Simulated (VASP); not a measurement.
A run of VASP 6.6.1 is set up as follows.

Contents of INCAR:

```
  PREC = Accurate
  ENCUT = 600
  EDIFF = 1E-6
  ISMEAR = 0
  SIGMA = 0.01
  LREAL = False
  LASPH = True
  NELM = 120
  ALGO = Normal
  ISIF = 2
  LWAVE = False
  LCHARG = False
  GGA = PE
  NBANDS = 11
  GGA_COMPAT = False
```

File KPOINTS:

```
regular mesh
0
Gamma
  5 5 5
```

POSCAR

```
C
1.0
    0.0000000000      1.7833700000      1.7833700000
    1.7833700000      0.0000000000      1.7833700000
    1.7833700000      1.7833700000      0.0000000000
C
2
Direct
    0.5000000000      0.5000000000      0.5000000000
    0.7500000000      0.7500000000      0.7500000000
```

Potentials or basis: VASP PAW PBE potentials, release 64 (C).

Launch:

```bash
$ cat potpaw_PBE.64/C/POTCAR > POTCAR
$ mpirun -np 1 vasp_std > vasp.out
```

(1) Estimate the pressure.

(2) Estimate the band gap on the k mesh.

Results:

(1) 2.0 GPa.

(2) 4.17 eV (least direct gap 5.59 eV).

Caveat: the k points lie up to 0.61 Å⁻¹ apart; an odd mesh through Γ misses points on the zone boundary, where band edges can lie.
